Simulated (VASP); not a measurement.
Crystal: AlN (zincblende type).

```
Al N
1.0
     0.00000    2.15443    2.15443
     2.15443    0.00000    2.15443
     2.15443    2.15443    0.00000
Al N
1 1
Cartesian
  0.0000 0.0000 0.0000
  1.0772 1.0772 1.0772
```

* Program: VASP 6.6.1
* Task: relaxation of cell and atoms
* Functional: LDA
* Potentials or basis: VASP PAW LDA potentials, release 64 (Al, N)
* Cutoff: 600 eV
* k mesh: 17 × 17 × 17
* Occupations: fermi-dirac, width 0.1 eV
* Spin: no spin polarisation

At the start: pressure 5.7 GPa; volume 10.00 Å³/atom.

Problem. Where does the relaxation end?

Solution. Over 3 steps the energy falls by 4.6 meV/atom and the volume is 10.26 Å³/atom (+2.6 %); space group F-43m (No. 216, to 0.05 Å).

Step by step:
| step | energy change (eV) | largest force (eV/Å) | pressure (GPa) | volume (Å³) |
| --- | --- | --- | --- | --- |
| 1 | 0.0000 | 0.0000 | 5.74 | 20.00 |
| 2 | -0.0005 | 0.0000 | -5.14 | 21.06 |
| 3 | -0.0092 | 0.0000 | -0.02 | 20.53 |

Final structure:
```
Al N
1.0
     0.00000    2.17317    2.17317
     2.17317    0.00000    2.17317
     2.17317    2.17317    0.00000
Al N
1 1
Direct
  0.00000 0.00000 0.00000
  0.25000 0.25000 0.25000
```
